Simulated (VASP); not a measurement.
A run of VASP 6.6.1 is set up as follows.

POSCAR

```
I
1.0
    3.8348525115     -2.2728711698      0.0000000000
    3.8348525115      2.2728711698      0.0000000000
    0.0000000000      0.0000000000      9.8992438099
I
4
Direct
    0.8439987995      0.1560012005      0.1205474147
    0.1560012005      0.8439987995      0.8794525853
    0.3439987995      0.6560012005      0.3794525853
    0.6560012005      0.3439987995      0.6205474147
```

INCAR.step1

```
  PREC = Accurate
  ENCUT = 520
  ISMEAR = 0
  SIGMA = 0.05
  LREAL = F
  LASPH = T
  NELM = 80
  NBANDS = 22
  GGA = PE
  ALGO = Normal
  EDIFF = 1E-4
  LWAVE = T
  LCHARG = F
```

File INCAR.step2:

```
  PREC = Accurate
  ENCUT = 520
  EDIFF = 1E-6
  ISMEAR = 0
  SIGMA = 0.05
  LREAL = F
  LASPH = T
  NELM = 80
  ALGO = Normal
  ISIF = 2
  LWAVE = F
  LCHARG = T
  METAGGA = R2SCAN
  LMIXTAU = T
  LELF = T
  LVHAR = T
  NBANDS = 22
  ISTART = 1
```

The input KPOINTS:

```
Automatic mesh
0
Gamma
  6 6 4
```

Potentials or basis: VASP PAW PBE potentials, release 64 (I).

The run is started by

```bash
$ cat potpaw_PBE.64/I/POTCAR > POTCAR
$ cp INCAR.step1 INCAR
$ mpirun -np 1 vasp_std > vasp.out
$ cp INCAR.step2 INCAR
$ mpirun -np 1 vasp_std > vasp.out
```

Problem. What does it give for the largest force?

Solution. 0.026 eV/Å.

Problem. What does it give for the pressure?

Solution. 0.2 GPa.

Forces on the atoms (eV/Å):
```
I    0.000 -0.006 -0.025
I    0.000  0.006  0.025
I    0.000 -0.006  0.025
I    0.000  0.006 -0.025
```

Caveat: the PAW data sets were made with another functional, which shifts forces and pressure a little.
